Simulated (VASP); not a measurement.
# F (Fm-3m) in VASP: notebook

F is run at these levels: LDA; tasks: single point.

All numbers are computed with VASP 6.6.1; they aren't measurements. Logs are shortened: lines on timing, memory, paths and dates and some standing lists are left out, and cuts for length are marked.

**1. The cell of the first run**

The structure is cubic, space group Fm-3m (No. 225). The conventional cell has a = 2.473 Å, b = 2.473 Å, c = 2.473 Å, α = 90.00°, β = 90.00°, γ = 90.00°. Within 2.3 Å of F (site symmetry m-3m) lie 12 F at 1.75 Å.

**2. Single point, LDA (3.78 Å³/atom)**

INCAR reads:

```
SYSTEM = F
  PREC = Accurate
  ENCUT = 600
  EDIFF = 1E-6
  ISMEAR = -1
  SIGMA = 0.05
  LREAL = .FALSE.
  LASPH = .TRUE.
  NELM = 120
  ALGO = Normal
  ISIF = 2
  LWAVE = .FALSE.
  LCHARG = .FALSE.
  NBANDS = 10
  GGA_COMPAT = .FALSE.
```

KPOINTS reads:

```
regular mesh
0
G
  17 17 17
  0 0 0
```

POSCAR reads:

```
F
1.0
    0.0000000000      1.2363148658      1.2363148658
    1.2363148658      0.0000000000      1.2363148658
    1.2363148658      1.2363148658      0.0000000000
F
1
Direct
    0.0000000000      0.0000000000      0.0000000000
```

Potentials or basis: VASP PAW LDA potentials, release 64 (F).

On the command line:

```sh
cat potpaw_LDA.64/F/POTCAR > POTCAR
mpirun -np 1 vasp_std > vasp.out
```

OUTCAR:

```text
SYSTEM = F
   PREC = Accurate
   ENCUT = 600
   EDIFF = 1E-6
   ISMEAR = -1
   LREAL = .FALSE.
   LASPH = .TRUE.
   NELM = 120
   ISIF = 2

 ion  position               nearest neighbor table
   1  0.000  0.000  0.000-

  LATTYP: Found a face centered cubic cell.
 ALAT       =     2.4726297316

  Lattice vectors:

 A1 = (   0.0000000000,   1.2363148658,   1.2363148658)
 A2 = (   1.2363148658,   0.0000000000,   1.2363148658)
 A3 = (   1.2363148658,   1.2363148658,   0.0000000000)

Analysis of symmetry for initial positions (statically):
=====================================================================
 Subroutine PRICEL returns:
 Original cell was already a primitive cell.

 Routine SETGRP: Setting up the symmetry group for a
 face centered cubic supercell.

 Subroutine GETGRP returns: Found 48 space group operations
 (whereof 48 operations were pure point group operations)
 out of a pool of 48 trial point group operations.

The static configuration has the point symmetry O_h .

Analysis of symmetry for dynamics (positions and initial velocities):
=====================================================================
 Subroutine PRICEL returns:
 Original cell was already a primitive cell.

 Routine SETGRP: Setting up the symmetry group for a
 face centered cubic supercell.

 Subroutine GETGRP returns: Found 48 space group operations
 (whereof 48 operations were pure point group operations)
 out of a pool of 48 trial point group operations.

The dynamic configuration has the point symmetry O_h .

 Subroutine INISYM returns: Found 48 space group operations
 (whereof 48 operations are pure point group operations),
 and found     1 'primitive' translations

----------------------------------------------------------------------------------------

                                     Primitive cell

  volume of cell :       3.7794

  direct lattice vectors                    reciprocal lattice vectors
     0.000000000  1.236314866  1.236314866    -0.404427718  0.404427718  0.404427718
     1.236314866  0.000000000  1.236314866     0.404427718 -0.404427718  0.404427718
     1.236314866  1.236314866  0.000000000     0.404427718  0.404427718 -0.404427718

  length of vectors
     1.748413251  1.748413251  1.748413251     0.700489356  0.700489356  0.700489356

  position of ions in fractional coordinates (direct lattice)
     0.000000000  0.000000000  0.000000000

  ion indices of the primitive-cell ions
   primitive index   ion index
                 1           1

----------------------------------------------------------------------------------------

 KPOINTS: regular mesh

Automatic generation of k-mesh.
 Grid dimensions read from file:
 generate k-points for:   17   17   17

 Generating k-lattice:

  Cartesian coordinates                     Fractional coordinates (reciprocal lattice)
    -0.023789866  0.023789866  0.023789866     0.058823529  0.000000000  0.000000000
     0.023789866 -0.023789866  0.023789866     0.000000000  0.058823529  0.000000000
     0.023789866  0.023789866 -0.023789866     0.000000000  0.000000000  0.058823529

  Length of vectors
     0.041205256  0.041205256  0.041205256

  Shift w.r.t. Gamma in fractional coordinates (k-lattice)
     0.000000000  0.000000000  0.000000000

 Subroutine IBZKPT returns following result:
 ===========================================

 Found    165 irreducible k-points:

 Following reciprocal coordinates:
            Coordinates               Weight
  0.000000  0.000000  0.000000      1.000000
  0.058824  0.000000  0.000000      8.000000
  0.117647  0.000000  0.000000      8.000000
  0.176471  0.000000  0.000000      8.000000
  0.235294  0.000000  0.000000      8.000000
  0.294118  0.000000  0.000000      8.000000
[... 16 lines left out ...]
 -0.176471  0.058824  0.000000     24.000000
 -0.117647  0.058824  0.000000     24.000000
 [... further k-points ...]
   k-points           NKPTS =    165   k-points in BZ     NKDIM =    165   number of bands    NBANDS=     10
   number of dos      NEDOS =    301   number of ions     NIONS =      1
   total plane-waves  NPLWV =   2744
   dimension x,y,z NGX =    14 NGY =   14 NGZ =   14
   dimension x,y,z NGXF=    28 NGYF=   28 NGZF=   28
   ions per type =               1
   NGX,Y,Z   is equivalent  to a cutoff of  13.31, 13.31, 13.31 a.u.
   NGXF,Y,Z  is equivalent  to a cutoff of  26.62, 26.62, 26.62 a.u.
 SYSTEM =  F
   PREC   = accura    normal or accurate (medium, high low for compatibility)
   ISTART =      0    job   : 0-new  1-cont  2-samecut
   ICHARG =      2    charge: 1-file 2-atom 10-const
   ISPIN  =      1    spin polarized calculation?
   LNONCOLLINEAR =      F non collinear calculations
   LSORBIT =      F    spin-orbit coupling
   LASPH  =      T    aspherical Exc in radial PAW
   ENCUT  =  600.0 eV  44.10 Ry    6.64 a.u.   3.49  3.49  3.49*2*pi/ulx,y,z
   NELM   =    120;   NELMIN=  2; NELMDL= -5     # of ELM steps
   EDIFF  = 0.1E-05   stopping-criterion for ELM
   LREAL  =      F    real-space projection
   EDIFFG = 0.1E-04   stopping-criterion for IOM
   NSW    =      0    number of steps for IOM
   IBRION =     -1    ionic relax: 0-MD 1-quasi-New 2-CG
   NFREE  =      0    steps in history (QN), initial steepest desc. (CG)
   ISIF   =      2    stress and relaxation
   ISYM   =      2    0-nonsym 1-usesym 2-fastsym
   POTIM  = 0.5000    time-step for ionic-motion
   TEBEG  =    0.0;   TEEND  =   0.0 temperature during run
   PSTRESS=    0.0 pullay stress
   NELECT =       7.0000    total number of electrons
   NUPDOWN=      -1.0000    fix difference up-down
   EMIN   =  10.00;   EMAX   =-10.00  energy-range for DOS
   EFERMI =   0.00;   METHOD = LEGACY
   ISMEAR =    -1;   SIGMA  =   0.05  broadening in eV -4-tet -1-fermi 0-gaus
   EFERMI_NEDOS =   21; number of points for ismear=-14 and -15
   IALGO  =     38    algorithm
   IMIX   =      4    mixing-type and parameters
     AMIX     =   0.40;   BMIX     =  1.00
     AMIX_MAG =   1.60;   BMIX_MAG =  1.00
  volume/ion in A,a.u.               =       3.78        25.50
  Fermi-wavevector in a.u.,A,eV,Ry     =   2.010489  3.799274 54.995660  4.042067
  Thomas-Fermi vector in A             =   3.023464
   LORBIT       =      0    0 simple, 1 ext, 2 COOP (PROOUT), +10 PAW based schemes
   GGA     = CA    functional components
   LHFCALC =     F    Hartree Fock is set to
   AEXX    =    0.0000 exact exchange contribution
   IVDW    =     0    specifies the selected vdW correction
   LEPSILON=     F    determine dielectric tensor
   LRPA    =     F    only Hartree local field effects (RPA)
 non-spin polarized calculation
  energy-cutoff  :      600.00
  volume of cell :        3.78
 maximum number of plane-waves:       138
 NGX is ok and might be reduce to    14
   NGX =  7   NGY =  7   NGZ =  7

 number of electron       7.0000005 magnetization

 Free energy of the ion-electron system (eV)
  ---------------------------------------------------
  ext. energy  EPLUGINS =         0.00000000
  ---------------------------------------------------
  free energy    TOTEN  =         2.56736597 eV

  energy without entropy =        2.57207420  energy(sigma->0) =        2.56972008

 E-fermi :  11.6665     XC(G=0): -17.3048

 val. band max:       11.6393160287   @ k =   0.4706   0.1176   0.0000
 cond. band min:      11.6738297893   @ k =   0.2941   0.2353   0.0588
 fundamental gap:      0.0345137606
 Fermi energy:        11.6664721527

 k-point     1 :       0.0000    0.0000    0.0000
  band No.  band energies     occupation
      1     -23.1496      2.00000
      2      13.9859      0.00000
      3      13.9859      0.00000
      4      13.9859      0.00000
      5      43.8253      0.00000
      6      60.5254      0.00000
      7      60.5254      0.00000
      8      60.5254      0.00000
      9      67.3441      0.00000
     10      80.9087      0.00000

 k-point     2 :       0.0588    0.0000    0.0000
  band No.  band energies     occupation
      1     -22.9537      2.00000
      2      13.4934      0.00000
      3      13.9219      0.00000
      4      13.9219      0.00000
      5      44.0038      0.00000
      6      58.1612      0.00000
      7      60.7565      0.00000
      8      60.7565      0.00000
      9      70.1137      0.00000
     10      77.0694      0.00000

 k-point     3 :       0.1176    0.0000    0.0000
  band No.  band energies     occupation
      1     -22.3688      2.00000
      2      12.0735      0.00058
      3      13.7415      0.00000
      4      13.7415      0.00000
      5      44.4720      0.00000
      6      54.6785      0.00000
      7      61.2658      0.00000
      8      61.2658      0.00000
      9      73.1024      0.00000
     10      73.8690      0.00000

 k-point     4 :       0.1765    0.0000    0.0000
  band No.  band energies     occupation
      1     -21.4050      2.00000
      2       9.8836      2.00000
      3      13.4765      0.00000
      4      13.4765      0.00000
      5      45.0408      0.00000
      6      51.8042      0.00000
      7      61.4499      0.00000
      8      61.4500      0.00000
      9      71.7709      0.00000
     10      72.3350      0.00000
[... 222 lines left out ...]
 k-point    22 :      -0.2353    0.0588    0.0000
  band No.  band energies     occupation
      1     -19.4017      2.00000
      2       6.1961      2.00000
      3      12.3101      0.00001
      4      13.3179      0.00000
      5      45.4735      0.00000
      6      49.3373      0.00000
      7      58.4800      0.00000
      8      60.6658      0.00000
      9      70.6220      0.00000
     10      71.5088      0.00000

 k-point    23 :      -0.1765    0.0588    0.0000
  band No.  band energies     occupation
      1     -20.8332      2.00000
      2       9.0054      2.00000
      3      12.6749      0.00000
      4      13.6191      0.00000
      5      45.2917      0.00000
      6      50.7846      0.00000
      7      59.7843      0.00000
      8      61.9719      0.00000
      9      68.9069      0.00000
     10      72.4654      0.00000

 k-point    24 :      -0.1176    0.0588    0.0000
  band No.  band energies     occupation
      1     -21.9169      2.00000
      2      11.3171      1.99816
      3      13.0797      0.00000
      4      13.8428      0.00000
      5      44.7720      0.00000
      6      53.1120      0.00000
      7      60.6475      0.00000
      8      61.9336      0.00000
      9      69.9005      0.00000
     10      73.2389      0.00000

 [... further k-points ...]

------------------------ aborting loop because EDIFF is reached ----------------------------------------

  FORCE on cell =-STRESS in cart. coord.  units (eV):
  Direction    XX          YY          ZZ          XY          YZ          ZX
  --------------------------------------------------------------------------------------
  -------------------------------------------------------------------------------------
  Total       13.2569879     13.2569879     13.2569879     -0.0000000      0.0000000      0.0000000
  in kB     5620.0240266   5620.0240266   5620.0240266     -0.0000000      0.0000000      0.0000000
  external PRESSURE =    5620.0240266 kB  Pullay stress =       0.0000000 kB

 VOLUME and BASIS-vectors are now :
 -----------------------------------------------------------------------------
  energy-cutoff  :      600.00
  volume of cell :        3.78
      direct lattice vectors                 reciprocal lattice vectors
     0.000000000  1.236314866  1.236314866    -0.404427718  0.404427718  0.404427718
     1.236314866  0.000000000  1.236314866     0.404427718 -0.404427718  0.404427718
     1.236314866  1.236314866  0.000000000     0.404427718  0.404427718 -0.404427718

 POSITION                                       TOTAL-FORCE (eV/Angst)
 -----------------------------------------------------------------------------------
      0.00000      0.00000      0.00000        -0.000000      0.000000      0.000000
 -----------------------------------------------------------------------------------
    total drift:                               -0.000000     -0.000000     -0.000000

  FREE ENERGIE OF THE ION-ELECTRON SYSTEM (eV)
  ---------------------------------------------------
  free  energy   TOTEN  =         2.5673659679 eV

  energy  without entropy=        2.5720742007  energy(sigma->0) =        2.56972008
```

It took 2.1 s on 1 thread of Intel Xeon Platinum 8488C (Sapphire Rapids), shared host; peak memory 0.11 GiB.

Results:

* Free energy: 2.5674 eV
* Pressure: 562.0 GPa
* Band gap on the k mesh: zero (an odd number of electrons rules out a gap without spin polarisation)

Caveat: the cell stands under pressure; an odd number of electrons without spin polarisation forces a metal; a magnetic or distorted state may lie lower.

**3. Single point, LDA**

This run uses another cell than the first one, of 7.98 Å³/atom.

INCAR reads:

```
PREC     = Accurate       # precision mode
ENCUT    = 600            # plane-wave cutoff, eV
EDIFF    = 1E-6           # SCF threshold, eV
ISMEAR   = -1             # smearing method
SIGMA    = 0.05           # smearing width, eV
LREAL    = False          # projectors in reciprocal space
LASPH    = True           # aspherical terms in the spheres
NELM     = 120            # most SCF steps
ALGO     = Normal         # electronic algorithm
ISIF     = 2              # what is computed and relaxed
LWAVE    = False          # write WAVECAR
LCHARG   = False          # write CHGCAR
NBANDS   = 10             # bands
GGA_COMPAT= False
```

KPOINTS reads:

```
regular mesh
0
Gamma
  17 17 17
```

POSCAR reads:

```
F
1.0
    0.0000000000      1.5859863866      1.5859863866
    1.5859863866      0.0000000000      1.5859863866
    1.5859863866      1.5859863866      0.0000000000
F
1
Direct
    0.0000000000      0.0000000000      0.0000000000
```

Potentials or basis: VASP PAW LDA potentials, release 64 (F).

On the command line:

```sh
cat potpaw_LDA.64/F/POTCAR > POTCAR
mpirun -np 1 vasp_std > vasp.out
```

Wall time 5.5 s (1 thread of Intel Xeon Platinum 8488C (Sapphire Rapids), shared host); peak memory 0.12 GiB.

Results (log left out):

- Free energy: -1.2898 eV
- Pressure: 5.4 GPa
- Band gap on the k mesh: zero (an odd number of electrons rules out a gap without spin polarisation)

Levels at points of the mesh, in eV from the Fermi level:
| k point | band 2 | band 3 | band 4 | band 5 | band 6 | band 7 |
| --- | --- | --- | --- | --- | --- | --- |
| (0.00, 0.00, 0.00) | 0.79 | 0.79 | 0.79 | 15.86 | 37.74 | 37.74 |

Caveat: the cell stands under pressure; an odd number of electrons without spin polarisation forces a metal; a magnetic or distorted state may lie lower.

**4. Single point, LDA (8.40 Å³/atom)**

This run uses another cell than the first one, of 8.40 Å³/atom.

INCAR reads:

```
PREC = Accurate ; ENCUT = 600
EDIFF = 1E-6 ; ISMEAR = -1
SIGMA = 0.05 ; LREAL = F
LASPH = T ; NELM = 120
ALGO = Normal ; ISIF = 2
LWAVE = F ; LCHARG = F
NBANDS = 10 ; GGA_COMPAT = F
```

KPOINTS reads:

```
Automatic mesh
0
Gamma
  17 17 17
```

POSCAR reads:

```
F
1.0
    0.0000000000      1.6133363541      1.6133363541
    1.6133363541      0.0000000000      1.6133363541
    1.6133363541      1.6133363541      0.0000000000
F
1
Direct
    0.0000000000      0.0000000000      0.0000000000
```

On the command line:

```sh
cat potpaw_LDA.64/F/POTCAR > POTCAR
mpirun -np 1 vasp_std > vasp.out
```

Wall time 5.5 s (1 thread of Intel Xeon Platinum 8488C (Sapphire Rapids), shared host); peak memory 0.12 GiB.

The run converged. Its results:

```
Free energy            : -1.2976 eV
Pressure               : -0.6 GPa
Band gap on the k mesh : zero (an odd number of electrons rules out a gap without spin polarisation)
```

Levels at points of the mesh, in eV from the Fermi level:
```tsv
k point	band 1	band 2	band 3	band 4	band 5	band 6	band 7	band 8
(0.00, 0.00, 0.00)	-22.63	0.73	0.73	0.73	15.23	37.07	37.07	37.07
```

Caveat: an odd number of electrons without spin polarisation forces a metal; a magnetic or distorted state may lie lower.

**5. Single point, LDA (7.14 Å³/atom)**

This run uses another cell than the first one, of 7.14 Å³/atom.

INCAR reads:

```
PREC = Accurate ; ENCUT = 520
EDIFF = 1E-6 ; ISMEAR = -1
SIGMA = 0.05 ; LREAL = False
LASPH = True ; NELM = 80
ALGO = Normal ; ISIF = 2
LWAVE = False ; LCHARG = False
NBANDS = 10
```

KPOINTS is that of step 4.

POSCAR reads:

```
F
1.0
    0.0000000000      1.5282622842      1.5282622842
    1.5282622842      0.0000000000      1.5282622842
    1.5282622842      1.5282622842      0.0000000000
F
1
Direct
    0.0000000000      0.0000000000      0.0000000000
```

On the command line:

```sh
cat potpaw_LDA.64/F/POTCAR > POTCAR
mpirun -np 1 vasp_std > vasp.out
```

It took 8.5 s on 1 thread of Intel Xeon 8259CL, shared host; peak memory 0.11 GiB.

Results (log left out):

```
Free energy            : -1.2124 eV
Pressure               : 24.3 GPa
Band gap on the k mesh : zero (an odd number of electrons rules out a gap without spin polarisation)
```

Levels at points of the mesh, in eV from the Fermi level:
```csv
k point,band 2,band 3,band 4,band 5,band 6,band 7
"(0.00, 0.00, 0.00)",0.94,0.94,0.94,17.39,39.24,39.24
```

Caveat: the cell stands under pressure; an odd number of electrons without spin polarisation forces a metal; a magnetic or distorted state may lie lower.

**6. Overview**

```tsv
cell	cutoff (eV)	gap on the mesh (eV)	pressure (GPa)
a = 1.748 Å, angles 60.0°, 1 atom	600	none	562.0
a = 2.243 Å, angles 60.0°, 1 atom	600	none	5.4
a = 2.282 Å, angles 60.0°, 1 atom	600	none	-0.6
a = 2.161 Å, angles 60.0°, 1 atom	520	none	24.3
```

Alike in all rows: task single point; level LDA; potentials or basis VASP PAW LDA potentials, release 64 (F); no spin polarisation; k mesh 17 × 17 × 17; smearing fermi-dirac 0.05 eV.

Caveats: an odd number of electrons without spin polarisation forces a metal; a magnetic or distorted state may lie lower; the cell stands under pressure (at least some runs).

Absolute energies hang on the potentials; compare differences alone.
